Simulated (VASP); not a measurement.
Write the native input for VASP 6.6.1 that does the following.

```
Task                   : single point
Functional             : PBE
Potentials or basis    : VASP PAW PBE potentials, release 64 (Ti_sv, H)
Cutoff                 : 520 eV
k mesh                 : 9 × 9 × 1
Occupations            : gaussian, width 0.1 eV
Spin                   : no spin polarisation
Dipole correction      : yes
Further INCAR settings : ALGO = Normal; EDIFF = 1e-06; NBANDS = 40
```

The structure of Ti5H lies in POSCAR:

```
Ti5H
1.0
    2.9381632086      0.0000000000      0.0000000000
   -1.4690816043      2.5445239791      0.0000000000
    0.0000000000      0.0000000000     24.7117068140
Ti H
5 1
Direct
    0.6666666667      0.3333333333      0.1618666015
    0.3333333333      0.6666666666      0.2559609806
    0.6666666667      0.3333333333      0.3506708119
    0.3333333333      0.6666666666      0.4475655916
    0.6666666667      0.3333333333      0.5346335206
    1.0000000000      0.5000000000      0.5960658048
```

One way to write it, as run:

INCAR

```
SYSTEM = Ti5H
PREC = Accurate
ENCUT = 520
EDIFF = 1E-6
ISMEAR = 0
SIGMA = 0.1
LREAL = .False.
LASPH = .True.
NELM = 100
ALGO = Normal
ISIF = 2
LWAVE = .False.
LCHARG = .False.
LDIPOL = .True.
IDIPOL = 3
DIPOL = 0.5 0.5 0.391
GGA = PE
NBANDS = 40
```

KPOINTS

```
regular mesh
0
Gamma
  9 9 1
  0 0 0
```

Potentials or basis: VASP PAW PBE potentials, release 64 (Ti_sv, H).

The run is started by

```bash
$ cat potpaw_PBE.64/Ti_sv/POTCAR potpaw_PBE.64/H/POTCAR > POTCAR
$ mpirun -np 1 vasp_std > vasp.out
```

It gave:

```json
{
  "Largest force": "1.574 eV/Å",
  "Band gap on the k mesh": "zero (an odd number of electrons rules out a gap without spin polarisation)"
}
```

Run time: 8.1 min on 1 thread of Intel(R) Xeon(R) Platinum 8559C (Emerald Rapids), on a shared host, peak memory 0.39 GiB.
